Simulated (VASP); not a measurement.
# Bi (P6_3/mmc) in VASP: a series of runs, part 2 of 2

VASP 6.6.1.

## (3) Single point, r2SCAN (strain -0.030 along x and y, +0.015 along z)

POSCAR reads:

```
Bi
1.0
    4.4028302907      0.0000000000      0.0000000000
   -2.2014151454      3.8129628803      0.0000000000
    0.0000000000      0.0000000000     12.0064350000
Bi
2
Direct
    0.3333333333      0.6666666667      0.2500000000
    0.6666666667      0.3333333333      0.7500000000
```

INCAR.step1 reads:

```
SYSTEM = Bi
ALGO = Normal
EDIFF = 1E-4
ENCUT = 520
GGA = PE
ISMEAR = 0
LASPH = .TRUE.
LCHARG = .FALSE.
LREAL = .FALSE.
LWAVE = .TRUE.
NBANDS = 22
NELM = 80
PREC = Accurate
SIGMA = 0.15
```

INCAR.step2 reads:

```
SYSTEM = Bi
ALGO = Normal
EDIFF = 1E-6
ENCUT = 520
ISIF = 2
ISMEAR = 0
ISTART = 1
LASPH = .TRUE.
LCHARG = .FALSE.
LMIXTAU = .TRUE.
LREAL = .FALSE.
LWAVE = .FALSE.
METAGGA = R2SCAN
NBANDS = 22
NELM = 80
PREC = Accurate
SIGMA = 0.15
```

KPOINTS reads:

```
k-points
0
G
  12 12 4
  0 0 0
```

Potentials or basis: VASP PAW PBE potentials, release 64 (Bi_d).

Launch:

```console
> cat potpaw_PBE.64/Bi_d/POTCAR > POTCAR
> cp INCAR.step1 INCAR
> mpirun -np 1 vasp_std > vasp.out
> cp INCAR.step2 INCAR
> mpirun -np 1 vasp_std > vasp.out
```

It took 8.1 min on 1 thread of Intel Xeon 6975P-C (Granite Rapids), shared host; peak memory 0.49 GiB.

It converged, with:

- Free energy: -112.2882 eV
- Pressure: -3.8 GPa
- Band gap on the k mesh: zero (bands 15 and 16 overlap by 2.66 eV)

Stress tensor (GPa, compression positive):
```
-5.51  0.00  0.00
 0.00 -5.51  0.00
 0.00  0.00 -0.40
```

Levels at points of the mesh, in eV from the Fermi level:
```csv
k point,band 11,band 12,band 13,band 14,band 15,band 16,band 17,band 18,band 19,band 20
"(0.00, 0.00, 0.00)",-10.80,-10.79,-0.98,-0.50,1.74,1.74,1.75,1.75,3.36,5.28
"(0.50, 0.00, 0.00)",-10.32,-10.31,-1.68,-1.65,0.08,0.22,0.87,0.90,5.08,5.46
"(0.00, 0.00, 0.50)",-10.80,-10.80,-0.77,-0.77,1.75,1.75,1.75,1.75,4.18,4.18
"(0.50, 0.00, 0.50)",-10.31,-10.31,-1.67,-1.67,0.15,0.15,0.89,0.89,5.06,5.06
```

Caveat: the cell differs from its parent crystal (strain -0.030 along x and y, +0.015 along z); the stress differs along the axes, from -6 to -0 GPa; the PAW data sets were made with another functional, which shifts forces and pressure a little; spin-orbit coupling is left out, which moves the levels of the heavy elements.

## (4) Single point, r2SCAN (strain -0.015 along x and y, -0.015 along z)

POSCAR reads:

```
Bi
1.0
    4.4709152952      0.0000000000      0.0000000000
   -2.2354576476      3.8719262238      0.0000000000
    0.0000000000      0.0000000000     11.6515650000
Bi
2
Direct
    0.3333333333      0.6666666667      0.2500000000
    0.6666666667      0.3333333333      0.7500000000
```

INCAR.step1 reads:

```
SYSTEM = Bi
PREC     = Accurate       ! precision mode
ENCUT    = 520            ! plane-wave cutoff, eV
ISMEAR   = 0              ! smearing method
SIGMA    = 0.15           ! smearing width, eV
LREAL    = .False.        ! projectors in reciprocal space
LASPH    = .True.         ! aspherical terms in the spheres
NELM     = 80             ! most SCF steps
NBANDS   = 22             ! bands
GGA      = PE             ! functional
ALGO     = Normal         ! electronic algorithm
EDIFF    = 1E-4           ! SCF threshold, eV
LWAVE    = .True.         ! write WAVECAR
LCHARG   = .False.        ! write CHGCAR
```

INCAR.step2 reads:

```
SYSTEM = Bi
PREC     = Accurate       ! precision mode
ENCUT    = 520            ! plane-wave cutoff, eV
EDIFF    = 1E-6           ! SCF threshold, eV
ISMEAR   = 0              ! smearing method
SIGMA    = 0.15           ! smearing width, eV
LREAL    = .False.        ! projectors in reciprocal space
LASPH    = .True.         ! aspherical terms in the spheres
NELM     = 80             ! most SCF steps
ALGO     = Normal         ! electronic algorithm
ISIF     = 2              ! what is computed and relaxed
LWAVE    = .False.        ! write WAVECAR
LCHARG   = .True.         ! write CHGCAR
METAGGA  = R2SCAN         ! meta-GGA
LMIXTAU  = .True.       
LELF     = .True.         ! ELF
LVHAR    = .True.       
NBANDS   = 22             ! bands
ISTART   = 1
```

KPOINTS reads:

```
regular mesh
0
Gamma
  12 12 4
  0 0 0
```

Launch:

```console
> cat potpaw_PBE.64/Bi_d/POTCAR > POTCAR
> cp INCAR.step1 INCAR
> mpirun -np 1 vasp_std > vasp.out
> cp INCAR.step2 INCAR
> mpirun -np 1 vasp_std > vasp.out
```

It took 8.5 min on 1 thread of Intel Xeon 6975P-C (Granite Rapids), shared host; peak memory 0.49 GiB.

Results (log left out):

```yaml
Free_energy: -112.0956 eV
Pressure: -3.8 GPa
Band_gap_on_the_k_mesh: zero (bands 15 and 16 overlap by 2.45 eV)
```

Stress tensor (GPa, compression positive):
```
-5.36  0.00  0.00
 0.00 -5.36  0.00
 0.00  0.00 -0.53
```

Levels at points of the mesh, in eV from the Fermi level:
| k point | band 11 | band 12 | band 13 | band 14 | band 15 | band 16 | band 17 | band 18 | band 19 | band 20 |
| --- | --- | --- | --- | --- | --- | --- | --- | --- | --- | --- |
| (0.00, 0.00, 0.00) | -10.76 | -10.74 | -0.97 | -0.40 | 1.60 | 1.60 | 1.62 | 1.62 | 3.35 | 5.21 |
| (0.50, 0.00, 0.00) | -10.33 | -10.32 | -1.58 | -1.54 | 0.05 | 0.22 | 0.80 | 0.83 | 5.07 | 5.40 |
| (0.00, 0.00, 0.50) | -10.75 | -10.75 | -0.71 | -0.71 | 1.61 | 1.61 | 1.61 | 1.61 | 4.22 | 4.22 |
| (0.50, 0.00, 0.50) | -10.33 | -10.33 | -1.56 | -1.56 | 0.14 | 0.14 | 0.81 | 0.81 | 5.02 | 5.02 |

Caveat: the cell differs from its parent crystal (strain -0.015 along x and y, -0.015 along z); the cell stands under tension; the PAW data sets were made with another functional, which shifts forces and pressure a little; spin-orbit coupling is left out, which moves the levels of the heavy elements.

## (5) Single point, r2SCAN (strain -0.030 along x and y, -0.030 along z)

POSCAR reads:

```
Bi
1.0
    4.4028302907      0.0000000000      0.0000000000
   -2.2014151454      3.8129628803      0.0000000000
    0.0000000000      0.0000000000     11.4741300000
Bi
2
Direct
    0.3333333333      0.6666666667      0.2500000000
    0.6666666667      0.3333333333      0.7500000000
```

INCAR.step1 reads:

```
PREC     = Accurate       # precision mode
ENCUT    = 520            # plane-wave cutoff, eV
ISMEAR   = 0              # smearing method
SIGMA    = 0.15           # smearing width, eV
LREAL    = False          # projectors in reciprocal space
LASPH    = True           # aspherical terms in the spheres
NELM     = 100            # most SCF steps
NBANDS   = 22             # bands
GGA      = PE             # functional
ALGO     = Normal         # electronic algorithm
EDIFF    = 1E-4           # SCF threshold, eV
LWAVE    = True           # write WAVECAR
LCHARG   = False          # write CHGCAR
```

INCAR.step2 reads:

```
PREC     = Accurate       # precision mode
ENCUT    = 520            # plane-wave cutoff, eV
EDIFF    = 1E-6           # SCF threshold, eV
ISMEAR   = 0              # smearing method
SIGMA    = 0.15           # smearing width, eV
LREAL    = False          # projectors in reciprocal space
LASPH    = True           # aspherical terms in the spheres
NELM     = 100            # most SCF steps
ALGO     = Normal         # electronic algorithm
ISIF     = 2              # what is computed and relaxed
LWAVE    = False          # write WAVECAR
LCHARG   = False          # write CHGCAR
METAGGA  = R2SCAN         # meta-GGA
LMIXTAU  = True         
NBANDS   = 22             # bands
ISTART   = 1
```

KPOINTS reads:

```
Automatic mesh
0
Gamma
  12 12 4
```

Launch:

```console
> cat potpaw_PBE.64/Bi_d/POTCAR > POTCAR
> cp INCAR.step1 INCAR
> mpirun -np 1 vasp_std > vasp.out
> cp INCAR.step2 INCAR
> mpirun -np 1 vasp_std > vasp.out
```

Run time: 8.1 min. Hardware: 1 thread of Intel Xeon 6975P-C (Granite Rapids), shared host; peak memory 0.49 GiB.

It converged, with:

```
Free energy            : -112.3143 eV
Pressure               : -4.0 GPa
Band gap on the k mesh : zero (bands 15 and 16 overlap by 2.66 eV)
```

Stress tensor (GPa, compression positive):
```
-5.74  0.00  0.00
 0.00 -5.74  0.00
 0.00  0.00 -0.60
```

Levels at points of the mesh, in eV from the Fermi level:
```csv
k point,band 12,band 13,band 14,band 15,band 16,band 17,band 18,band 19
"(0.00, 0.00, 0.00)",-10.79,-1.05,-0.43,1.74,1.74,1.75,1.75,3.36
"(0.50, 0.00, 0.00)",-10.32,-1.69,-1.65,0.05,0.24,0.86,0.90,5.06
"(0.00, 0.00, 0.50)",-10.80,-0.78,-0.78,1.74,1.74,1.74,1.74,4.30
"(0.50, 0.00, 0.50)",-10.32,-1.67,-1.67,0.15,0.15,0.88,0.88,5.02
```

Caveat: the cell differs from its parent crystal (strain -0.030 along x and y, -0.030 along z); the stress differs along the axes, from -6 to -1 GPa; the PAW data sets were made with another functional, which shifts forces and pressure a little; spin-orbit coupling is left out, which moves the levels of the heavy elements.

## (6) Overview

| cell | gap on the mesh (eV) | pressure (GPa) |
| --- | --- | --- |
| a = 4.471, b = 4.471, c = 11.474 Å, angles 90.0, 90.0, 120.0°, 2 atoms | none | -3.8 |
| a = 4.403, b = 4.403, c = 12.006 Å, angles 90.0, 90.0, 120.0°, 2 atoms | none | -3.8 |
| a = 4.471, b = 4.471, c = 11.652 Å, angles 90.0, 90.0, 120.0°, 2 atoms | none | -3.8 |
| a = 4.403, b = 4.403, c = 11.474 Å, angles 90.0, 90.0, 120.0°, 2 atoms | none | -4.0 |

Alike in all rows: task single point; level r2SCAN; potentials or basis VASP PAW PBE potentials, release 64 (Bi_d); no spin polarisation; k mesh 12 × 12 × 4; cutoff (eV) 520; smearing gaussian 0.15 eV.

Caveats: the PAW data sets were made with another functional, which shifts forces and pressure a little; spin-orbit coupling is left out, which moves the levels of the heavy elements; the cell stands under tension (at least some runs); the stress differs along the axes, from -6 to -0 GPa (at least some runs); the stress differs along the axes, from -6 to -1 GPa (at least some runs).

Total energies depend on the potentials used, so only differences within one code and one set of settings carry meaning.
